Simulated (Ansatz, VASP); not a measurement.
**One calculation of Se, two programs**

```
Se
1.0
     5.56738    3.21433    1.47633
    -5.56738    3.21433    1.47633
     0.00000   -6.42866    1.47633
Se
6
Cartesian
  0.6578 -4.4782 2.0098
  3.5493 2.8087 2.0098
  -4.2071 1.6694 2.0098
  -0.6578 4.4782 2.4192
  -3.5493 -2.8087 2.4192
  4.2071 -1.6694 2.4192
```

Change from the starting cell: equal xx and yy strain of -2 %.

Alike in both runs: task single point; functional PBE; k mesh 6 × 6 × 6; occupations fermi-dirac, width 0.01 eV; no spin polarisation.

|  | VASP | Ansatz |
| --- | --- | --- |
| version | VASP 6.6.1 | Ansatz 0.2.0 |
| potentials or method | VASP PAW PBE potentials, release 64 (Se), cutoff 520 eV | all-electron LAPW, scalar-relativistic |

```tsv
	VASP	Ansatz	Ansatz less VASP
gap on the k mesh at the Fermi level (eV)	1.41	1.42	+0.014
pressure (GPa)	6.0	5.8	-0.19
traceless stress, the component that is largest in VASP (GPa)	-1.69	-1.62	+0.066
rms of the force components (eV/Å)	0.642	0.610	-0.0312
```

Atom by atom the forces differ by 0.032 eV/Å (rms over components). Ansatz ran all-electron here, and VASP with PAW potentials.
